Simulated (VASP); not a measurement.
# BAs in VASP: further runs

The runs below take BAs through single point, with PBE, r2SCAN, HSE06.

All numbers are computed with VASP 6.6.1; they aren't measurements. Logs are shortened: lines on timing, memory, paths and dates and some standing lists are left out, and cuts for length are marked.

### 1 The cell of the first run

Symmetry: I-4m2, No. 119, tetragonal system. The conventional cell has a = 3.344 Å, b = 3.344 Å, c = 4.809 Å, α = 90.00°, β = 90.00°, γ = 90.00°. B (site symmetry -4m2) has 4 As at 2.06 Å within 2.7 Å. Within 2.7 Å of As (site symmetry -4m2) lie 4 B at 2.06 Å.

### 2 Single point, PBE (epitaxial xy strain -1.1%)

INCAR

```
ALGO = Normal
EDIFF = 1E-6
ENCUT = 560
GGA = PE
GGA_COMPAT = False
ISIF = 2
ISMEAR = -1
LASPH = True
LCHARG = True
LELF = True
LREAL = False
LVHAR = True
LWAVE = False
NBANDS = 16
NELM = 120
PREC = Accurate
SIGMA = 0.02
```

KPOINTS

```
k-points
0
Gamma
  10 10 10
```

POSCAR

```
BAs
1.0
    0.0000000000      2.3646025850      2.4045142790
    2.3646025850      0.0000000000      2.4045142790
    2.3646025850      2.3646025850      0.0000000000
B As
1 1
Direct
    0.0000000000      0.0000000000      0.0000000000
    0.2500000000      0.2500000000      0.2500000000
```

Potentials or basis: VASP PAW PBE potentials, release 64 (B, As_d).

On the command line:

```sh
> cat potpaw_PBE.64/B/POTCAR potpaw_PBE.64/As_d/POTCAR > POTCAR
> mpirun -np 1 vasp_std > vasp.out
```

OUTCAR:

```text
EDIFF = 1E-6
   ENCUT = 560
   GGA = PE
   ISIF = 2
   ISMEAR = -1
   LASPH = True
   LREAL = False
   NELM = 120
   PREC = Accurate

 ion  position               nearest neighbor table
   1  0.000  0.000  0.000-   2 2.06   2 2.06   2 2.06   2 2.06
   2  0.250  0.250  0.250-   1 2.06   1 2.06   1 2.06   1 2.06

  LATTYP: Found a body centered tetragonal cell.
 ALAT       =     3.3440530453
 C/A-ratio  =     1.4380838141

  Lattice vectors:

 A1 = (  -2.3646025850,   0.0000000000,   2.4045142790)
 A2 = (   2.3646025850,   0.0000000000,   2.4045142790)
 A3 = (   0.0000000000,   2.3646025850,  -2.4045142790)

Analysis of symmetry for initial positions (statically):
=====================================================================
 Subroutine PRICEL returns:
 Original cell was already a primitive cell.

 Routine SETGRP: Setting up the symmetry group for a
 body centered tetragonal supercell.

 Subroutine GETGRP returns: Found  8 space group operations
 (whereof  8 operations were pure point group operations)
 out of a pool of 16 trial point group operations.

The static configuration has the point symmetry D_2d.

Analysis of symmetry for dynamics (positions and initial velocities):
=====================================================================
 Subroutine PRICEL returns:
 Original cell was already a primitive cell.

 Routine SETGRP: Setting up the symmetry group for a
 body centered tetragonal supercell.

 Subroutine GETGRP returns: Found  8 space group operations
 (whereof  8 operations were pure point group operations)
 out of a pool of 16 trial point group operations.

The dynamic configuration has the point symmetry D_2d.

 Subroutine INISYM returns: Found  8 space group operations
 (whereof  8 operations are pure point group operations),
 and found     1 'primitive' translations

----------------------------------------------------------------------------------------

                                     Primitive cell

  volume of cell :      26.8889

  direct lattice vectors                    reciprocal lattice vectors
     0.000000000  2.364602585  2.404514279    -0.211452023  0.211452023  0.207942205
     2.364602585  0.000000000  2.404514279     0.211452023 -0.211452023  0.207942205
     2.364602585  2.364602585  0.000000000     0.211452023  0.211452023 -0.207942205

  length of vectors
     3.372392964  3.372392964  3.344053045     0.364230526  0.364230526  0.364230526

  position of ions in fractional coordinates (direct lattice)
     0.000000000  0.000000000  0.000000000
     0.250000000  0.250000000  0.250000000

  ion indices of the primitive-cell ions
   primitive index   ion index
                 1           1
                 2           2

----------------------------------------------------------------------------------------

 KPOINTS: k-points

Automatic generation of k-mesh.
 Grid dimensions read from file:
 generate k-points for:   10   10   10

 Generating k-lattice:

  Cartesian coordinates                     Fractional coordinates (reciprocal lattice)
    -0.021145202  0.021145202  0.020794220     0.100000000 -0.000000000  0.000000000
     0.021145202 -0.021145202  0.020794220    -0.000000000  0.100000000  0.000000000
     0.021145202  0.021145202 -0.020794220     0.000000000  0.000000000  0.100000000

  Length of vectors
     0.036423053  0.036423053  0.036423053

  Shift w.r.t. Gamma in fractional coordinates (k-lattice)
     0.000000000  0.000000000  0.000000000

 Subroutine IBZKPT returns following result:
 ===========================================

 Found    102 irreducible k-points:

 Following reciprocal coordinates:
            Coordinates               Weight
  0.000000  0.000000  0.000000      1.000000
  0.100000  0.000000  0.000000      8.000000
  0.200000  0.000000  0.000000      8.000000
  0.300000  0.000000  0.000000      8.000000
  0.400000  0.000000  0.000000      8.000000
  0.500000  0.000000  0.000000      4.000000
[... 16 lines left out ...]
  0.300000  0.300000  0.000000      2.000000
  0.400000  0.300000  0.000000      8.000000
 [... further k-points ...]
   k-points           NKPTS =    102   k-points in BZ     NKDIM =    102   number of bands    NBANDS=     16
   number of dos      NEDOS =    301   number of ions     NIONS =      2
   total plane-waves  NPLWV =  21952
   dimension x,y,z NGX =    28 NGY =   28 NGZ =   28
   dimension x,y,z NGXF=    56 NGYF=   56 NGZF=   56
   ions per type =               1   1
   NGX,Y,Z   is equivalent  to a cutoff of  13.80, 13.80, 13.92 a.u.
   NGXF,Y,Z  is equivalent  to a cutoff of  27.61, 27.61, 27.84 a.u.
 SYSTEM =  unknown system
   PREC   = accura    normal or accurate (medium, high low for compatibility)
   ISTART =      0    job   : 0-new  1-cont  2-samecut
   ICHARG =      2    charge: 1-file 2-atom 10-const
   ISPIN  =      1    spin polarized calculation?
   LNONCOLLINEAR =      F non collinear calculations
   LSORBIT =      F    spin-orbit coupling
   LASPH  =      T    aspherical Exc in radial PAW
   ENCUT  =  560.0 eV  41.16 Ry    6.42 a.u.   6.51  6.51  6.45*2*pi/ulx,y,z
   NELM   =    120;   NELMIN=  2; NELMDL= -5     # of ELM steps
   EDIFF  = 0.1E-05   stopping-criterion for ELM
   LREAL  =      F    real-space projection
   EDIFFG = 0.1E-04   stopping-criterion for IOM
   NSW    =      0    number of steps for IOM
   IBRION =     -1    ionic relax: 0-MD 1-quasi-New 2-CG
   NFREE  =      0    steps in history (QN), initial steepest desc. (CG)
   ISIF   =      2    stress and relaxation
   ISYM   =      2    0-nonsym 1-usesym 2-fastsym
   POTIM  = 0.5000    time-step for ionic-motion
   TEBEG  =    0.0;   TEEND  =   0.0 temperature during run
   PSTRESS=    0.0 pullay stress
   NELECT =      18.0000    total number of electrons
   NUPDOWN=      -1.0000    fix difference up-down
   EMIN   =  10.00;   EMAX   =-10.00  energy-range for DOS
   EFERMI =   0.00;   METHOD = LEGACY
   ISMEAR =    -1;   SIGMA  =   0.02  broadening in eV -4-tet -1-fermi 0-gaus
   EFERMI_NEDOS =   21; number of points for ismear=-14 and -15
   IALGO  =     38    algorithm
   IMIX   =      4    mixing-type and parameters
     AMIX     =   0.40;   BMIX     =  1.00
     AMIX_MAG =   1.60;   BMIX_MAG =  1.00
  volume/ion in A,a.u.               =      13.44        90.73
  Fermi-wavevector in a.u.,A,eV,Ry     =   1.432104  2.706283 27.904471  2.050921
  Thomas-Fermi vector in A             =   2.551768
   LORBIT       =      0    0 simple, 1 ext, 2 COOP (PROOUT), +10 PAW based schemes
   GGA     = PE    functional components
   LHFCALC =     F    Hartree Fock is set to
   AEXX    =    0.0000 exact exchange contribution
   IVDW    =     0    specifies the selected vdW correction
   LEPSILON=     F    determine dielectric tensor
   LRPA    =     F    only Hartree local field effects (RPA)
 non-spin polarized calculation
  energy-cutoff  :      560.00
  volume of cell :       26.89
 maximum number of plane-waves:       837
 NGX is ok and might be reduce to    28
   NGX = 13   NGY = 13   NGZ = 13

 number of electron      18.0000008 magnetization

 Free energy of the ion-electron system (eV)
  ---------------------------------------------------
  ext. energy  EPLUGINS =         0.00000000
  ---------------------------------------------------
  free energy    TOTEN  =       -11.42900235 eV

  energy without entropy =      -11.42900235  energy(sigma->0) =      -11.42900235

 E-fermi :   5.4594     XC(G=0): -11.2002

 val. band max:        4.9864615233   @ k =   0.0000   0.0000   0.0000
 cond. band min:       6.0308934557   @ k =   0.4000   0.0000   0.4000
 fundamental gap:      1.0444319324
 Fermi energy:         5.4593953377

 k-point     1 :       0.0000    0.0000    0.0000
  band No.  band energies     occupation
      1     -30.8673      2.00000
      2     -30.8645      2.00000
      3     -30.8645      2.00000
      4     -30.8416      2.00000
      5     -30.8396      2.00000
      6     -10.5917      2.00000
[... 8 lines left out ...]
     15      17.9161      0.00000
     16      18.4182      0.00000

 k-point     2 :       0.1000    0.0000    0.0000
  band No.  band energies     occupation
      1     -30.8666      2.00000
      2     -30.8640      2.00000
      3     -30.8637      2.00000
      4     -30.8416      2.00000
      5     -30.8395      2.00000
      6     -10.4255      2.00000
[... 8 lines left out ...]
     15      16.8084      0.00000
     16      17.1855      0.00000

 k-point     3 :       0.2000    0.0000    0.0000
  band No.  band energies     occupation
      1     -30.8650      2.00000
      2     -30.8627      2.00000
      3     -30.8618      2.00000
      4     -30.8414      2.00000
      5     -30.8391      2.00000
      6      -9.9349      2.00000
[... 8 lines left out ...]
     15      16.3307      0.00000
     16      16.3600      0.00000

 k-point     4 :       0.3000    0.0000    0.0000
  band No.  band energies     occupation
      1     -30.8635      2.00000
      2     -30.8611      2.00000
      3     -30.8599      2.00000
      4     -30.8408      2.00000
      5     -30.8383      2.00000
      6      -9.1559      2.00000
[... 8 lines left out ...]
     15      16.7302      0.00000
     16      16.7613      0.00000

 k-point     5 :       0.4000    0.0000    0.0000
  band No.  band energies     occupation
      1     -30.8625      2.00000
      2     -30.8599      2.00000
      3     -30.8587      2.00000
      4     -30.8398      2.00000
      5     -30.8371      2.00000
      6      -8.2210      2.00000
[... 8 lines left out ...]
     15      18.2265      0.00000
     16      18.3606      0.00000

 k-point     6 :       0.5000    0.0000    0.0000
  band No.  band energies     occupation
      1     -30.8622      2.00000
      2     -30.8596      2.00000
      3     -30.8584      2.00000
      4     -30.8394      2.00000
      5     -30.8366      2.00000
      6      -7.6717      2.00000
[... 8 lines left out ...]
     15      19.6569      0.00000
     16      19.8459      0.00000

 k-point     7 :       0.1000    0.1000    0.0000
  band No.  band energies     occupation
      1     -30.8678      2.00000
      2     -30.8629      2.00000
      3     -30.8629      2.00000
      4     -30.8411      2.00000
      5     -30.8401      2.00000
      6     -10.3746      2.00000
[... 8 lines left out ...]
     15      15.4496      0.00000
     16      18.6611      0.00000

 k-point     8 :       0.2000    0.1000    0.0000
  band No.  band energies     occupation
      1     -30.8675      2.00000
      2     -30.8612      2.00000
      3     -30.8610      2.00000
      4     -30.8405      2.00000
      5     -30.8404      2.00000
      6      -9.9959      2.00000
[... 8 lines left out ...]
     15      16.6143      0.00000
     16      17.9777      0.00000

 k-point     9 :       0.3000    0.1000    0.0000
  band No.  band energies     occupation
      1     -30.8660      2.00000
      2     -30.8596      2.00000
      3     -30.8589      2.00000
      4     -30.8401      2.00000
      5     -30.8398      2.00000
      6      -9.3127      2.00000
[... 8 lines left out ...]
     15      17.2969      0.00000
     16      17.9491      0.00000
[... 172 lines left out ...]
 k-point    19 :       0.5000    0.2000    0.0000
  band No.  band energies     occupation
      1     -30.8649      2.00000
      2     -30.8560      2.00000
      3     -30.8544      2.00000
      4     -30.8401      2.00000
      5     -30.8385      2.00000
      6      -7.4520      2.00000
[... 8 lines left out ...]
     15      19.9745      0.00000
     16      19.9919      0.00000

 k-point    20 :      -0.4000    0.2000    0.0000
  band No.  band energies     occupation
      1     -30.8628      2.00000
      2     -30.8573      2.00000
      3     -30.8549      2.00000
      4     -30.8399      2.00000
      5     -30.8386      2.00000
      6      -7.2483      2.00000
[... 8 lines left out ...]
     15      17.6788      0.00000
     16      20.0104      0.00000

 k-point    21 :      -0.3000    0.2000    0.0000
  band No.  band energies     occupation
      1     -30.8618      2.00000
      2     -30.8591      2.00000
      3     -30.8563      2.00000
      4     -30.8415      2.00000
      5     -30.8375      2.00000
      6      -7.9900      2.00000
[... 8 lines left out ...]
     15      17.3053      0.00000
     16      20.3590      0.00000

 k-point    22 :      -0.2000    0.2000    0.0000
  band No.  band energies     occupation
      1     -30.8624      2.00000
      2     -30.8605      2.00000
      3     -30.8585      2.00000
      4     -30.8424      2.00000
      5     -30.8373      2.00000
      6      -8.8738      2.00000
[... 8 lines left out ...]
     15      17.7364      0.00000
     16      19.3050      0.00000

 k-point    23 :       0.3000    0.3000    0.0000
  band No.  band energies     occupation
      1     -30.8706      2.00000
      2     -30.8538      2.00000
      3     -30.8538      2.00000
      4     -30.8433      2.00000
      5     -30.8378      2.00000
      6      -8.6921      2.00000
[... 8 lines left out ...]
     15      20.0368      0.00000
     16      20.6083      0.00000

 k-point    24 :       0.4000    0.3000    0.0000
  band No.  band energies     occupation
      1     -30.8703      2.00000
      2     -30.8522      2.00000
      3     -30.8519      2.00000
      4     -30.8436      2.00000
      5     -30.8371      2.00000
      6      -7.9646      2.00000
[... 8 lines left out ...]
     15      20.8453      0.00000
     16      21.2965      0.00000

 [... further k-points ...]
[... 5 lines left out ...]
  --------------------------------------------------------------------------------------
  -------------------------------------------------------------------------------------
  Total        0.9553501      0.9553501      0.3500839      0.0000000      0.0000000      0.0000000
  in kB       56.9245289     56.9245289     20.8597476      0.0000000      0.0000000      0.0000000
  external PRESSURE =      44.9029351 kB  Pullay stress =       0.0000000 kB

 VOLUME and BASIS-vectors are now :
 -----------------------------------------------------------------------------
  energy-cutoff  :      560.00
  volume of cell :       26.89
      direct lattice vectors                 reciprocal lattice vectors
     0.000000000  2.364602585  2.404514279    -0.211452023  0.211452023  0.207942205
     2.364602585  0.000000000  2.404514279     0.211452023 -0.211452023  0.207942205
     2.364602585  2.364602585  0.000000000     0.211452023  0.211452023 -0.207942205

 POSITION                                       TOTAL-FORCE (eV/Angst)
 -----------------------------------------------------------------------------------
      0.00000      0.00000      0.00000         0.000000      0.000000     -0.000000
      1.18230      1.18230      1.20226        -0.000000     -0.000000      0.000000
 -----------------------------------------------------------------------------------
    total drift:                                0.000001      0.000001      0.000001

  FREE ENERGIE OF THE ION-ELECTRON SYSTEM (eV)
  ---------------------------------------------------
  free  energy   TOTEN  =       -11.4290023474 eV

  energy  without entropy=      -11.4290023474  energy(sigma->0) =      -11.42900235
```

Wall time 38 s (1 thread of Intel Xeon 6975P-C (Granite Rapids), shared host); peak memory 0.18 GiB.

What came out:

- Free energy: -11.4290 eV
- Pressure: 4.5 GPa
- Band gap on the k mesh: 1.04 eV (least direct gap 3.21 eV)

Stress tensor (GPa, compression positive):
```
5.69 0.00 0.00
0.00 5.69 0.00
0.00 0.00 2.09
```

Caveat: the cell differs from its parent crystal (epitaxial xy strain -1.1%); the cell stands under pressure.

(Part 1 of 3 ends here.)
